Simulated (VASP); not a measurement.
Write the native input for VASP 6.6.1 that does the following.

* Task: single point
* Functional: LDA
* Potentials or basis: VASP PAW LDA potentials, release 64 (Si)
* Cutoff: 520 eV
* k mesh: 12 × 12 × 6
* Occupations: gaussian, width 0.03 eV
* Spin: no spin polarisation
* Dipole correction: no
* Further INCAR settings: ALGO = Normal; EDIFF = 1e-06; NBANDS = 16

The structure of Si lies in POSCAR:

```
Si
1.0
    3.8016851185      0.0000000000      0.0000000000
   -1.9008425593      3.2923558898      0.0000000000
    0.0000000000      0.0000000000      6.2886938331
Si
4
Direct
    0.3333333333      0.6666666667      0.0868883759
    0.6666666667      0.3333333333      0.5868883759
    0.3333333333      0.6666666667      0.4131116241
    0.6666666667      0.3333333333      0.9131116241
```

This isn't the form of Si at room conditions, which is diamond.

This cell differs from its parent crystal: atoms shifted along a free coordinate, c/a of the conventional cell at fixed volume 1.6542.

The input as run:

INCAR

```
SYSTEM = Si
PREC     = Accurate       ! precision mode
ENCUT    = 520            ! plane-wave cutoff, eV
EDIFF    = 1E-6           ! SCF threshold, eV
ISMEAR   = 0              ! smearing method
SIGMA    = 0.03           ! smearing width, eV
LREAL    = .False.        ! projectors in reciprocal space
LASPH    = .True.         ! aspherical terms in the spheres
NELM     = 80             ! most SCF steps
ALGO     = Normal         ! electronic algorithm
ISIF     = 2              ! what is computed and relaxed
LWAVE    = .False.        ! write WAVECAR
LCHARG   = .False.        ! write CHGCAR
NBANDS   = 16             ! bands
```

KPOINTS

```
Automatic mesh
0
Gamma
  12 12 6
  0 0 0
```

Potentials or basis: VASP PAW LDA potentials, release 64 (Si).

Run with:

```bash
$ cat potpaw_LDA.64/Si/POTCAR > POTCAR
$ mpirun -np 1 vasp_std > vasp.out
```

Results of the run:

```
Pressure               : 4.1 GPa
Largest force          : 5.781 eV/Å
Band gap on the k mesh : zero (bands 8 and 9 overlap by 1.29 eV)
```

Caveat: the cell stands under pressure; forces of over 1 eV/Å act on the atoms, so gaps and moduli don't describe the material at rest.

It took 51 s on 1 thread of Intel(R) Xeon(R) Platinum 8488C (Sapphire Rapids) (shared host), peak memory 0.19 GiB.
